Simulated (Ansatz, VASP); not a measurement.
Two plane-wave programs on KZnF3

The input INCAR:

```
  PREC = Accurate
  ENCUT = 520
  EDIFF = 1E-6
  ISMEAR = -1
  SIGMA = 0.05
  LREAL = F
  LASPH = T
  NELM = 60
  ALGO = Normal
  ISIF = 2
  LWAVE = F
  LCHARG = F
  GGA = PE
  NBANDS = 29
```

Contents of KPOINTS:

```
Automatic mesh
0
Gamma
  7 7 7
```

File POSCAR:

```
KZnF3
1.0
    3.9673237403      0.0000000000      0.0000000000
    0.0000000000      3.9673237403      0.0000000000
    0.0000000000      0.0000000000      3.9673237403
Zn K F
1 1 3
Direct
    0.5000000000      0.5000000000      0.5000000000
    0.0000000000      0.0000000000      0.0000000000
    0.5000000000      0.0000000000      0.5000000000
    0.0000000000      0.5000000000      0.5000000000
    0.5000000000      0.5000000000      0.0000000000
```

input.yaml

```yaml
crystal:
  lattice:
    - [3.9673237403, 0.0, 0.0]
    - [0.0, 3.9673237403, 0.0]
    - [0.0, 0.0, 3.9673237403]
  atoms:
    - { symbol: Zn, position: [0.5, 0.5, 0.5] }
    - { symbol: K, position: [0.0, 0.0, 0.0] }
    - { symbol: F, position: [0.5, 0.0, 0.5] }
    - { symbol: F, position: [0.0, 0.5, 0.5] }
    - { symbol: F, position: [0.5, 0.5, 0.0] }
hamiltonian:
  xc: pbe
  pseudopotentials: { kind: paw }
kpoints:
  mp_grid: { grid: [7, 7, 7] }
scf:
  occupations: { method: fermi_dirac, width: 0.05 }
output:
  forces: true
  stress: true
  eigenvalues: true
```

Alike in both runs: task single point; functional PBE; k mesh 7 × 7 × 7; occupations fermi-dirac, width 0.05 eV; no spin polarisation.

```csv
,VASP,Ansatz
version,VASP 6.6.1,Ansatz 0.2.0
potentials or method,"VASP PAW PBE potentials, release 64 (Zn, K_sv, F)",Ansatz PAW
plane-wave cutoff (eV),520,420
valence electrons in the cell,42,42
```

Ansatz gave:

```
gap on the k mesh at the Fermi level (eV) : 4.15
least direct gap on the mesh (eV)         : 6.23
pressure (GPa)                            : 11.0
```

Task: What did VASP give for the same quantities?

Result: gap on the k mesh at the Fermi level (eV): 4.07; least direct gap on the mesh (eV): 6.18; pressure (GPa): 11.6.

Noted on Ansatz's run: odd divisions of the mesh miss points on the zone boundary, where band edges often lie, so the gap on the mesh can be too wide.
